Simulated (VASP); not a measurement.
A run of VASP 6.6.1 is set up as follows.

INCAR

```
SYSTEM = TiCo
ALGO = Fast
EDIFF = 1E-7
ENCUT = 520
GGA = PE
ISIF = 2
ISMEAR = -1
ISPIN = 2
LASPH = .TRUE.
LCHARG = .TRUE.
LELF = .TRUE.
LMAXMIX = 4
LORBIT = 11
LREAL = .FALSE.
LVHAR = .TRUE.
LWAVE = .FALSE.
MAGMOM = 2 -1
NBANDS = 22
NELM = 150
PREC = Accurate
SIGMA = 0.05
```

KPOINTS

```
k-points
0
G
  9 9 9
  0 0 0
```

File POSCAR:

```
TiCo
1.0
    2.9861109900      0.0000000000      0.0000000000
    0.0000000000      2.9861109900      0.0000000000
    0.0000000000      0.0000000000      2.9861109900
Co Ti
1 1
Direct
    0.5000000000      0.5000000000      0.5000000000
    0.0000000000      0.0000000000      0.0000000000
```

Potentials or basis: VASP PAW PBE potentials, release 64 (Co, Ti_sv).

Launch:

```sh
$ cat potpaw_PBE.64/Co/POTCAR potpaw_PBE.64/Ti_sv/POTCAR > POTCAR
$ mpirun -np 1 vasp_std > vasp.out
```

Task: What does it give for the net moment?

Result: 0.79 μB per cell.

Task: Estimate the pressure.

Result: -1.1 GPa.

Task: Predict the site moments.

Result: Co +0.88; Ti -0.03 μB.
